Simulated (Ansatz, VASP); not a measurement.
## Ti in VASP and in Ansatz

File INCAR:

```
SYSTEM = Ti
PREC     = Accurate       ! precision mode
ENCUT    = 520            ! plane-wave cutoff, eV
EDIFF    = 1E-6           ! SCF threshold, eV
ISMEAR   = 0              ! smearing method
SIGMA    = 0.1            ! smearing width, eV
LREAL    = .False.        ! projectors in reciprocal space
LASPH    = .True.         ! aspherical terms in the spheres
NELM     = 80             ! most SCF steps
ALGO     = Fast           ! electronic algorithm
ISIF     = 2              ! what is computed and relaxed
LWAVE    = .False.        ! write WAVECAR
LCHARG   = .False.        ! write CHGCAR
GGA      = PE             ! functional
NBANDS   = 25             ! bands
```

The input KPOINTS:

```
regular mesh
0
Gamma
  12 12 14
  0 0 0
```

The input POSCAR:

```
Ti
1.0
    4.6711270278      0.0000000000      0.0000000000
   -2.3355635139      4.0453146704      0.0000000000
    0.0000000000      0.0000000000      2.8888160991
Ti
3
Direct
    0.0000000000      0.0000000000      0.0000000000
    0.3333333333      0.6666666667      0.5000000000
    0.6666666667      0.3333333333      0.5000000000
```

Input for Ansatz:

```yaml
crystal:
  lattice:
    - [4.6711270278, 0.0, 0.0]
    - [-2.3355635139, 4.0453146704, 0.0]
    - [0.0, 0.0, 2.8888160991]
  atoms:
    - { symbol: Ti, position: [0.0, 0.0, 0.0] }
    - { symbol: Ti, position: [0.3333333333, 0.6666666667, 0.5] }
    - { symbol: Ti, position: [0.6666666667, 0.3333333333, 0.5] }
basis:
  ecutwfc: 420
kpoints:
  mp_grid: { grid: [12, 12, 14] }
hamiltonian:
  xc: pbe
scf:
  occupations: { method: gaussian, width: 0.1 }
output:
  forces: true
  stress: true
  eigenvalues: true
```

Change from the starting cell: equal strain along all axes, cell held, atoms relaxed: +2.0 %.

Alike in both runs: task single point; functional PBE; k mesh 12 × 12 × 14; occupations gaussian, width 0.1 eV; no spin polarisation.

|  | VASP | Ansatz |
| --- | --- | --- |
| version | VASP 6.6.1 | Ansatz 0.2.0 |
| potentials or method | VASP PAW PBE potentials, release 64 (Ti_sv), cutoff 520 eV | scalar-relativistic, plane waves, PAW |
| valence electrons in the cell | 36 | 36 |

```csv
,VASP,Ansatz,Ansatz less VASP
gap on the k mesh at the Fermi level (eV),none,none,-
pressure (GPa),-6.2,-6.0,+0.19
"traceless stress, the component that is largest in VASP (GPa)",-0.25,-0.25,-0.001
```

A gap of «none» marks a metal or a gap that the smearing closes. With one functional, cell and mesh, what is left measures potentials, basis and numerics.
